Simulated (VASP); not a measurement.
# YbSe4 (Pm-3m) in VASP: notebook

The runs below take YbSe4 through single point, relaxation of cell and atoms, with PBE.

Everything below comes from runs of VASP 6.6.1. Logs are shortened: lines on timing, memory, paths and dates and some standing lists are left out, and cuts for length are marked.

## (1) The cell of the first run

Symmetry: Pm-3m, No. 221, cubic system. The conventional cell has a = 5.333 Å, b = 5.333 Å, c = 5.333 Å, α = 90.00°, β = 90.00°, γ = 90.00°. Yb (site symmetry m-3m) has 6 Se at 2.67 Å within 3.5 Å. Within 5.0 Å of Se (site symmetry m-3m) lie 12 Se at 3.77 Å and 8 Yb at 4.62 Å. Se (site symmetry 4/mmm) has 2 Yb at 2.67 Å within 3.5 Å.

## (2) Single point, PBE

INCAR reads:

```
PREC     = Accurate       # precision mode
ENCUT    = 520            # plane-wave cutoff, eV
EDIFF    = 1E-6           # SCF threshold, eV
ISMEAR   = 0              # smearing method
SIGMA    = 0.1            # smearing width, eV
LREAL    = F              # projectors in reciprocal space
LASPH    = T              # aspherical terms in the spheres
NELM     = 100            # most SCF steps
ALGO     = Normal         # electronic algorithm
ISIF     = 2              # what is computed and relaxed
LWAVE    = F              # write WAVECAR
LCHARG   = F              # write CHGCAR
GGA      = PE             # functional
NBANDS   = 32             # bands
```

KPOINTS reads:

```
regular mesh
0
Gamma
  8 8 8
```

POSCAR reads:

```
YbSe4
1.0
    5.3333263243      0.0000000000      0.0000000000
    0.0000000000      5.3333263243      0.0000000000
    0.0000000000      0.0000000000      5.3333263243
Yb Se
1 4
Direct
    0.5000000000      0.5000000000      0.5000000000
    0.0000000000      0.0000000000      0.0000000000
    0.5000000000      0.5000000000      0.0000000000
    0.5000000000      0.0000000000      0.5000000000
    0.0000000000      0.5000000000      0.5000000000
```

Potentials or basis: VASP PAW PBE potentials, release 64 (Yb, Se).

On the command line:

```console
cat potpaw_PBE.64/Yb/POTCAR potpaw_PBE.64/Se/POTCAR > POTCAR
mpirun -np 1 vasp_std > vasp.out
```

OUTCAR:

```text
PREC = Accurate
   ENCUT = 520
   EDIFF = 1E-6
   ISMEAR = 0
   LREAL = F
   LASPH = T
   NELM = 100
   ISIF = 2
   GGA = PE

 ion  position               nearest neighbor table
   1  0.500  0.500  0.500-   3 2.67   4 2.67   5 2.67   3 2.67   4 2.67   5 2.67
   2  0.000  0.000  0.000-
   3  0.500  0.500  0.000-   1 2.67   1 2.67
   4  0.500  0.000  0.500-   1 2.67   1 2.67
   5  0.000  0.500  0.500-   1 2.67   1 2.67

  LATTYP: Found a simple cubic cell.
 ALAT       =     5.3333263243

  Lattice vectors:

 A1 = (   5.3333263243,   0.0000000000,   0.0000000000)
 A2 = (   0.0000000000,   5.3333263243,   0.0000000000)
 A3 = (   0.0000000000,   0.0000000000,   5.3333263243)

Analysis of symmetry for initial positions (statically):
=====================================================================
 Subroutine PRICEL returns:
 Original cell was already a primitive cell.

 Routine SETGRP: Setting up the symmetry group for a
 simple cubic supercell.

 Subroutine GETGRP returns: Found 48 space group operations
 (whereof 48 operations were pure point group operations)
 out of a pool of 48 trial point group operations.

The static configuration has the point symmetry O_h .

Analysis of symmetry for dynamics (positions and initial velocities):
=====================================================================
 Subroutine PRICEL returns:
 Original cell was already a primitive cell.

 Routine SETGRP: Setting up the symmetry group for a
 simple cubic supercell.

 Subroutine GETGRP returns: Found 48 space group operations
 (whereof 48 operations were pure point group operations)
 out of a pool of 48 trial point group operations.

The dynamic configuration has the point symmetry O_h .

 Subroutine INISYM returns: Found 48 space group operations
 (whereof 48 operations are pure point group operations),
 and found     1 'primitive' translations

----------------------------------------------------------------------------------------

                                     Primitive cell

  volume of cell :     151.7031

  direct lattice vectors                    reciprocal lattice vectors
     5.333326324  0.000000000  0.000000000     0.187500246  0.000000000  0.000000000
     0.000000000  5.333326324  0.000000000     0.000000000  0.187500246  0.000000000
     0.000000000  0.000000000  5.333326324     0.000000000  0.000000000  0.187500246

  length of vectors
     5.333326324  5.333326324  5.333326324     0.187500246  0.187500246  0.187500246

  position of ions in fractional coordinates (direct lattice)
     0.500000000  0.500000000  0.500000000
     0.000000000  0.000000000  0.000000000
     0.500000000  0.500000000  0.000000000
     0.500000000  0.000000000  0.500000000
     0.000000000  0.500000000  0.500000000

  ion indices of the primitive-cell ions
   primitive index   ion index
                 1           1
                 2           2
                 3           3
                 4           4
                 5           5

----------------------------------------------------------------------------------------

 KPOINTS: regular mesh

Automatic generation of k-mesh.
 Grid dimensions read from file:
 generate k-points for:    8    8    8

 Generating k-lattice:

  Cartesian coordinates                     Fractional coordinates (reciprocal lattice)
     0.023437531  0.000000000  0.000000000     0.125000000  0.000000000  0.000000000
     0.000000000  0.023437531  0.000000000     0.000000000  0.125000000  0.000000000
     0.000000000  0.000000000  0.023437531     0.000000000  0.000000000  0.125000000

  Length of vectors
     0.023437531  0.023437531  0.023437531

  Shift w.r.t. Gamma in fractional coordinates (k-lattice)
     0.000000000  0.000000000  0.000000000

 Subroutine IBZKPT returns following result:
 ===========================================

 Found     35 irreducible k-points:

 Following reciprocal coordinates:
            Coordinates               Weight
  0.000000  0.000000  0.000000      1.000000
  0.125000  0.000000  0.000000      6.000000
  0.250000  0.000000  0.000000      6.000000
  0.375000  0.000000  0.000000      6.000000
  0.500000  0.000000  0.000000      3.000000
  0.125000  0.125000  0.000000     12.000000
[... 16 lines left out ...]
  0.375000  0.375000  0.125000     24.000000
  0.500000  0.375000  0.125000     24.000000
 [... further k-points ...]
   k-points           NKPTS =     35   k-points in BZ     NKDIM =     35   number of bands    NBANDS=     32
   number of dos      NEDOS =    301   number of ions     NIONS =      5
   total plane-waves  NPLWV =  64000
   dimension x,y,z NGX =    40 NGY =   40 NGZ =   40
   dimension x,y,z NGXF=    80 NGYF=   80 NGZF=   80
   ions per type =               1   4
   NGX,Y,Z   is equivalent  to a cutoff of  12.47, 12.47, 12.47 a.u.
   NGXF,Y,Z  is equivalent  to a cutoff of  24.94, 24.94, 24.94 a.u.
 SYSTEM =  unknown system
   PREC   = accura    normal or accurate (medium, high low for compatibility)
   ISTART =      0    job   : 0-new  1-cont  2-samecut
   ICHARG =      2    charge: 1-file 2-atom 10-const
   ISPIN  =      1    spin polarized calculation?
   LNONCOLLINEAR =      F non collinear calculations
   LSORBIT =      F    spin-orbit coupling
   LASPH  =      T    aspherical Exc in radial PAW
   ENCUT  =  520.0 eV  38.22 Ry    6.18 a.u.   9.92  9.92  9.92*2*pi/ulx,y,z
   NELM   =    100;   NELMIN=  2; NELMDL= -5     # of ELM steps
   EDIFF  = 0.1E-05   stopping-criterion for ELM
   LREAL  =      F    real-space projection
   EDIFFG = 0.1E-04   stopping-criterion for IOM
   NSW    =      0    number of steps for IOM
   IBRION =     -1    ionic relax: 0-MD 1-quasi-New 2-CG
   NFREE  =      0    steps in history (QN), initial steepest desc. (CG)
   ISIF   =      2    stress and relaxation
   ISYM   =      2    0-nonsym 1-usesym 2-fastsym
   POTIM  = 0.5000    time-step for ionic-motion
   TEBEG  =    0.0;   TEEND  =   0.0 temperature during run
   PSTRESS=    0.0 pullay stress
   NELECT =      48.0000    total number of electrons
   NUPDOWN=      -1.0000    fix difference up-down
   EMIN   =  10.00;   EMAX   =-10.00  energy-range for DOS
   EFERMI =   0.00;   METHOD = LEGACY
   ISMEAR =     0;   SIGMA  =   0.10  broadening in eV -4-tet -1-fermi 0-gaus
   EFERMI_NEDOS =   21; number of points for ismear=-14 and -15
   IALGO  =     38    algorithm
   IMIX   =      4    mixing-type and parameters
     AMIX     =   0.40;   BMIX     =  1.00
     AMIX_MAG =   1.60;   BMIX_MAG =  1.00
  volume/ion in A,a.u.               =      30.34       204.75
  Fermi-wavevector in a.u.,A,eV,Ry     =   1.115554  2.108091 16.931902  1.244460
  Thomas-Fermi vector in A             =   2.252159
   LORBIT       =      0    0 simple, 1 ext, 2 COOP (PROOUT), +10 PAW based schemes
   GGA     = PE    functional components
   LHFCALC =     F    Hartree Fock is set to
   AEXX    =    0.0000 exact exchange contribution
   IVDW    =     0    specifies the selected vdW correction
   LEPSILON=     F    determine dielectric tensor
   LRPA    =     F    only Hartree local field effects (RPA)
 non-spin polarized calculation
 Gauss-broadening in eV      SIGMA  =   0.10
  energy-cutoff  :      520.00
  volume of cell :      151.70
 maximum number of plane-waves:      4116
 NGX is ok and might be reduce to    40
   NGX = 19   NGY = 19   NGZ = 19

 number of electron      48.0000020 magnetization

 Free energy of the ion-electron system (eV)
  ---------------------------------------------------
  ext. energy  EPLUGINS =         0.00000000
  ---------------------------------------------------
  free energy    TOTEN  =       -16.82038310 eV

  energy without entropy =      -16.76696536  energy(sigma->0) =      -16.79367423

 E-fermi :   0.7966     XC(G=0):  -8.8268

 val. band max:        0.7904959507   @ k =   0.5000   0.2500   0.1250
 cond. band min:       0.7966043033   @ k =   0.5000   0.1250   0.1250
 fundamental gap:      0.0061083526
 Fermi energy:         0.7965608429

 k-point     1 :       0.0000    0.0000    0.0000
  band No.  band energies     occupation
      1     -50.1963      2.00000
      2     -22.4424      2.00000
      3     -22.4424      2.00000
      4     -22.4424      2.00000
      5     -11.8594      2.00000
      6     -10.8727      2.00000
[... 24 lines left out ...]
     31       6.4145      0.00000
     32       6.6840      0.00000

 k-point     2 :       0.1250    0.0000    0.0000
  band No.  band energies     occupation
      1     -50.1964      2.00000
      2     -22.4460      2.00000
      3     -22.4422      2.00000
      4     -22.4422      2.00000
      5     -11.8132      2.00000
      6     -10.8712      2.00000
[... 24 lines left out ...]
     31       6.5673      0.00000
     32       6.7749      0.00000

 k-point     3 :       0.2500    0.0000    0.0000
  band No.  band energies     occupation
      1     -50.1964      2.00000
      2     -22.4549      2.00000
      3     -22.4420      2.00000
      4     -22.4420      2.00000
      5     -11.6900      2.00000
      6     -10.8885      2.00000
[... 24 lines left out ...]
     31       6.6293      0.00000
     32       6.8363      0.00000

 k-point     4 :       0.3750    0.0000    0.0000
  band No.  band energies     occupation
      1     -50.1964      2.00000
      2     -22.4638      2.00000
      3     -22.4417      2.00000
      4     -22.4417      2.00000
      5     -11.5344      2.00000
      6     -10.9760      2.00000
[... 24 lines left out ...]
     31       6.6504      0.00000
     32       6.8553      0.00000

 k-point     5 :       0.5000    0.0000    0.0000
  band No.  band energies     occupation
      1     -50.1964      2.00000
      2     -22.4675      2.00000
      3     -22.4416      2.00000
      4     -22.4416      2.00000
      5     -11.4456      2.00000
      6     -11.0441      2.00000
[... 584 lines left out ...]
     31       7.3320      0.00000
     32       8.5542      0.00000

 k-point    22 :       0.5000    0.2500    0.1250
  band No.  band energies     occupation
      1     -50.1964      2.00000
      2     -22.4669      2.00000
      3     -22.4540      2.00000
      4     -22.4449      2.00000
      5     -11.2462      2.00000
      6     -10.9405      2.00000
[... 24 lines left out ...]
     31       7.2912      0.00000
     32       8.3760      0.00000

 k-point    23 :       0.3750    0.3750    0.1250
  band No.  band energies     occupation
      1     -50.1964      2.00000
      2     -22.4630      2.00000
      3     -22.4629      2.00000
      4     -22.4447      2.00000
      5     -11.2029      2.00000
      6     -10.8648      2.00000
[... 24 lines left out ...]
     31       7.3019      0.00000
     32       8.7875      0.00000

 k-point    24 :       0.5000    0.3750    0.1250
  band No.  band energies     occupation
      1     -50.1964      2.00000
      2     -22.4666      2.00000
      3     -22.4628      2.00000
      4     -22.4446      2.00000
      5     -11.1413      2.00000
      6     -10.8516      2.00000
[... 24 lines left out ...]
     31       7.2515      0.00000
     32       8.7760      0.00000

 [... further k-points ...]
[... 5 lines left out ...]
  --------------------------------------------------------------------------------------
  -------------------------------------------------------------------------------------
  Total        0.3826824      0.3826824      0.3826824     -0.0000000     -0.0000000      0.0000000
  in kB        4.0416114      4.0416114      4.0416114     -0.0000000     -0.0000000      0.0000000
  external PRESSURE =       4.0416114 kB  Pullay stress =       0.0000000 kB

 VOLUME and BASIS-vectors are now :
 -----------------------------------------------------------------------------
  energy-cutoff  :      520.00
  volume of cell :      151.70
      direct lattice vectors                 reciprocal lattice vectors
     5.333326324  0.000000000  0.000000000     0.187500246  0.000000000  0.000000000
     0.000000000  5.333326324  0.000000000     0.000000000  0.187500246  0.000000000
     0.000000000  0.000000000  5.333326324     0.000000000  0.000000000  0.187500246

 POSITION                                       TOTAL-FORCE (eV/Angst)
 -----------------------------------------------------------------------------------
      2.66666      2.66666      2.66666         0.000000      0.000000      0.000000
      0.00000      0.00000      0.00000         0.000000      0.000000      0.000000
      2.66666      2.66666      0.00000         0.000000      0.000000      0.000000
      2.66666      0.00000      2.66666         0.000000      0.000000      0.000000
      0.00000      2.66666      2.66666         0.000000      0.000000      0.000000
 -----------------------------------------------------------------------------------
    total drift:                               -0.000000      0.000000     -0.000000

  FREE ENERGIE OF THE ION-ELECTRON SYSTEM (eV)
  ---------------------------------------------------
  free  energy   TOTEN  =       -16.8203830952 eV

  energy  without entropy=      -16.7669653566  energy(sigma->0) =      -16.79367423
```

Run time: 6.3 min. Hardware: 1 thread of Intel Xeon Platinum 8488C (Sapphire Rapids), shared host; peak memory 0.37 GiB.

Results:

```yaml
Free_energy: -16.8204 eV
Pressure: 0.4 GPa
Band_gap_on_the_k_mesh: zero (band 24 reaches 1.11 eV, above the bottom of band 25 at 0.68 eV)
```

Caveat: spin-orbit coupling is left out, which moves the levels of the heavy elements; without U or exact exchange the open f shell lies at the Fermi level, which spoils levels, moments and volumes.

## (3) Relaxation of cell and atoms, PBE

This run uses another cell than the first one, of 27.73 Å³/atom, 0.914 times its volume.

INCAR reads:

```
  PREC = Accurate
  ENCUT = 600
  EDIFF = 1E-6
  ISMEAR = 0
  SIGMA = 0.1
  LREAL = False
  LASPH = True
  NELM = 100
  ALGO = Normal
  ISIF = 3
  LWAVE = False
  LCHARG = False
  GGA = PE
  IBRION = 2
  NSW = 100
  EDIFFG = -0.01
```

KPOINTS is that of step 2.

POSCAR: that of step 2 with these lines changed.

```diff
@@ -2,5 +2,5 @@
 1.0
-    5.3333263243      0.0000000000      0.0000000000
-    0.0000000000      5.3333263243      0.0000000000
-    0.0000000000      0.0000000000      5.3333263243
+    5.1759883600      0.0000000000      0.0000000000
+    0.0000000000      5.1759883600      0.0000000000
+    0.0000000000      0.0000000000      5.1759883600
 Yb Se
```

Potentials or basis: VASP PAW PBE potentials, release 64 (Yb, Se).

On the command line:

```console
cat potpaw_PBE.64/Yb/POTCAR potpaw_PBE.64/Se/POTCAR > POTCAR
mpirun -np 1 vasp_std > vasp.out
```

Wall time 64 min (1 thread of Intel Xeon Platinum 8488C (Sapphire Rapids), shared host); peak memory 0.41 GiB.

It converged, with:

- Free energy: -16.8191 eV
- Relaxed volume: 30.64 Å³/atom
- Relaxed cell: a = 5.351 Å, b = 5.351 Å, c = 5.351 Å, α = 90.00°, β = 90.00°, γ = 90.00°
- Space group after relaxing (to 0.05 Å): Pm-3m (No. 221)
- Energy gained by relaxing: 31.5 meV/atom
- Ionic steps: 7
- Pressure after relaxing: 0.0 GPa
- Band gap on the k mesh: zero (band 24 reaches 1.04 eV, above the bottom of band 25 at 0.62 eV)

The path:
| step | energy change (eV) | largest force (eV/Å) | pressure (GPa) | volume (Å³) |
| --- | --- | --- | --- | --- |
| 1 | 0.0000 | 0.0000 | 4.46 | 138.67 |
| 2 | -0.1532 | 0.0000 | -0.59 | 154.74 |
| 3 | -1.6818 | 0.0000 | 471.76 | 151.69 |
| 4 | -0.1544 | 0.0000 | -0.44 | 154.41 |
| 5 | -0.1567 | 0.0000 | -0.13 | 153.49 |
| 6 | -0.1579 | 0.0000 | 0.60 | 152.59 |
| 7 | -0.1573 | 0.0000 | 0.04 | 153.18 |

Final structure:
```
CELL_PARAMETERS angstrom
5.35061 0.00000 0.00000
0.00000 5.35061 0.00000
0.00000 0.00000 5.35061
ATOMIC_POSITIONS crystal
Yb 0.50000 0.50000 0.50000
Se 0.00000 0.00000 0.00000
Se 0.50000 0.50000 0.00000
Se 0.50000 0.00000 0.50000
Se 0.00000 0.50000 0.50000
```

Levels at points of the mesh, in eV from the Fermi level:
| k point | band 22 | band 23 | band 24 | band 25 | band 26 | band 27 |
| --- | --- | --- | --- | --- | --- | --- |
| (0.00, 0.00, 0.00) | -0.16 | -0.16 | -0.16 | 0.93 | 0.93 | 0.93 |
| (0.50, 0.00, 0.00) | -0.45 | -0.29 | 0.04 | 0.04 | 0.30 | 0.30 |
| (0.50, 0.50, 0.00) | -0.57 | -0.48 | -0.35 | 0.42 | 0.51 | 0.51 |
| (0.50, 0.50, 0.50) | 0.31 | 0.31 | 0.31 | 0.44 | 0.44 | 0.44 |

Caveat: spin-orbit coupling is left out, which moves the levels of the heavy elements; without U or exact exchange the open f shell lies at the Fermi level, which spoils levels, moments and volumes. With open d or f shells a metallic result of PBE can be an artefact of self-interaction; +U or a hybrid may open a gap.
